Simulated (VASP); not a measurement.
Write the native input for VASP 6.6.1 that does the following.

```yaml
Task: single point
Functional: r2SCAN
Potentials_or_basis: VASP PAW PBE potentials, release 64 (K_sv, F)
Cutoff: 520 eV
k_mesh: 8 × 8 × 8
Occupations: gaussian, width 0.01 eV
Spin: no spin polarisation
Dipole_correction: no
Further_INCAR_settings: ALGO = Normal; EDIFF = 1e-06; NBANDS = 15
```

KF:

```
K F
1.0
     3.29935    0.00000    0.00000
     0.00000    3.29935    0.00000
     0.00000    0.00000    3.16123
K F
1 1
Direct
  0.00000 0.00000 0.00000
  0.50000 0.50000 0.50000
```

This cell differs from its parent crystal: epitaxial xy strain +3.8%.

One way to write it, as run:

POSCAR

```
KF
1.0
    3.2993498803      0.0000000000      0.0000000000
    0.0000000000      3.2993498803      0.0000000000
    0.0000000000      0.0000000000      3.1612316261
K F
1 1
Direct
    0.0000000000      0.0000000000      0.0000000000
    0.5000000000      0.5000000000      0.5000000000
```

INCAR.step1

```
  ALGO = Normal
  EDIFF = 1E-4
  ENCUT = 520
  GGA = PE
  ISMEAR = 0
  LASPH = True
  LCHARG = False
  LREAL = False
  LWAVE = True
  NBANDS = 15
  NELM = 80
  PREC = Accurate
  SIGMA = 0.01
```

INCAR.step2

```
  ALGO = Normal
  EDIFF = 1E-6
  ENCUT = 520
  ISIF = 2
  ISMEAR = 0
  ISTART = 1
  LASPH = True
  LCHARG = False
  LMIXTAU = True
  LREAL = False
  LWAVE = False
  METAGGA = R2SCAN
  NBANDS = 15
  NELM = 80
  PREC = Accurate
  SIGMA = 0.01
```

KPOINTS

```
k-points
0
Gamma
  8 8 8
```

Potentials or basis: VASP PAW PBE potentials, release 64 (K_sv, F).

Command:

```console
$ cat potpaw_PBE.64/K_sv/POTCAR potpaw_PBE.64/F/POTCAR > POTCAR
$ cp INCAR.step1 INCAR
$ mpirun -np 1 vasp_std > vasp.out
$ cp INCAR.step2 INCAR
$ mpirun -np 1 vasp_std > vasp.out
```

It gave:

```yaml
Pressure: -2.5 GPa
Band_gap_on_the_k_mesh: 7.08 eV, indirect (least direct gap 7.13 eV)
```

Caveat: the cell differs from its parent crystal (epitaxial xy strain +3.8%); the PAW data sets were made with another functional, which shifts forces and pressure a little.

Run time: 110 s on 1 thread of AMD EPYC 7R43 64-Core Processor (Zen 3), with other jobs on the host, peak memory 0.14 GiB.
